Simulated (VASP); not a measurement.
Write the native input for VASP 6.6.1 that does the following.

* Task: single point
* Functional: LDA
* Potentials or basis: VASP PAW LDA potentials, release 64 (Cs_sv, Cd, Cl)
* Cutoff: 500 eV
* k mesh: 6 × 6 × 6
* Occupations: gaussian, width 0.02 eV
* Spin: no spin polarisation
* Dipole correction: no
* Further INCAR settings: ALGO = Normal; EDIFF = 1e-06; NBANDS = 29

The structure of CsCdCl3 lies in POSCAR:

```
CsCdCl3
1.0
    4.8502477971      0.0000000000      0.0000000000
    0.0000000000      4.8502477971      0.0000000000
    0.0000000000      0.0000000000      4.8502477971
Cs Cd Cl
1 1 3
Direct
    0.0000000000      0.0000000000      0.0000000000
    0.5000000000      0.5000000000      0.5000000000
    0.0000000000      0.5000000000      0.5000000000
    0.5000000000      0.0000000000      0.5000000000
    0.5000000000      0.5000000000      0.0000000000
```

These files were run (other wordings do the same):

INCAR

```
SYSTEM = CsCdCl3
ALGO = Normal ; EDIFF = 1E-6
ENCUT = 500 ; GGA = CA
GGA_COMPAT = .FALSE. ; ISIF = 2
ISMEAR = 0 ; LASPH = .TRUE.
LCHARG = .FALSE. ; LREAL = .FALSE.
LWAVE = .FALSE. ; NBANDS = 29
NELM = 120 ; PREC = Accurate
SIGMA = 0.02
```

KPOINTS

```
k-points
0
G
  6 6 6
  0 0 0
```

Potentials or basis: VASP PAW LDA potentials, release 64 (Cs_sv, Cd, Cl).

Launch:

```console
$ cat potpaw_LDA.64/Cs_sv/POTCAR potpaw_LDA.64/Cd/POTCAR potpaw_LDA.64/Cl/POTCAR > POTCAR
$ mpirun -np 1 vasp_std > vasp.out
```

It gave:

The pressure is 10.6 GPa and the band gap on the k mesh is 1.81 eV, indirect (least direct gap 3.05 eV).

Caveat: spin-orbit coupling is left out, which moves the levels of the heavy elements.

Wall time 27 s on 1 thread of AMD EPYC 9R45 96-Core Processor (Zen 5), on a shared host, peak memory 0.18 GiB.
